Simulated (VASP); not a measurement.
Write the native input for VASP 6.6.1 that does the following.

| Item | Value |
| --- | --- |
| Task | single point |
| Functional | PBE |
| Potentials or basis | VASP PAW PBE potentials, release 64 (Ti_sv, Si) |
| Cutoff | 520 eV |
| k mesh | 10 × 10 × 10 |
| Occupations | gaussian, width 0.1 eV |
| Spin | no spin polarisation |
| Dipole correction | no |
| Further INCAR settings | ALGO = Normal; EDIFF = 1e-07; NBANDS = 29 |

The structure of TiSi2 lies in POSCAR:

```
TiSi2
1.0
    0.0359340307      4.1969955303      4.2795976060
    2.4160122585      0.0208892178      4.2795976060
    2.4519462892      4.2178847481      0.0000000000
Ti Si
2 4
Direct
    0.7509126657      0.7509126657      0.7490873343
    0.4990873343      0.4990873343      0.5009126657
    0.0863891288      0.4134526633      0.0873606380
    0.4134526633      0.0863891288      0.4127975699
    0.1636108712      0.8365473367      0.1626393620
    0.8365473367      0.1636108712      0.8372024301
```

This cell differs from its parent crystal: strain along c alone, the other axes held: +2.0 %, then relaxed in part.

The input as run:

INCAR

```
ALGO = Normal ; EDIFF = 1E-7
ENCUT = 520 ; GGA = PE
ISIF = 2 ; ISMEAR = 0
LASPH = True ; LCHARG = False
LREAL = False ; LWAVE = False
NBANDS = 29 ; NELM = 60
PREC = Accurate ; SIGMA = 0.1
```

KPOINTS

```
k-points
0
Gamma
  10 10 10
```

Potentials or basis: VASP PAW PBE potentials, release 64 (Ti_sv, Si).

The run is started by

```console
$ cat potpaw_PBE.64/Ti_sv/POTCAR potpaw_PBE.64/Si/POTCAR > POTCAR
$ mpirun -np 1 vasp_std > vasp.out
```

It gave:

```yaml
Pressure: -2.3 GPa
Largest_force: 0.008 eV/Å
Band_gap_on_the_k_mesh: zero (band 20 reaches 10.44 eV, above the bottom of band 21 at 8.67 eV)
```

Caveat: the cell differs from its parent crystal (strain along c alone, the other axes held: +2.0 %, then relaxed in part).

Run time: 17 min on 1 thread of Oxide Virtual Turin-like Processor (shared host), peak memory 0.63 GiB.
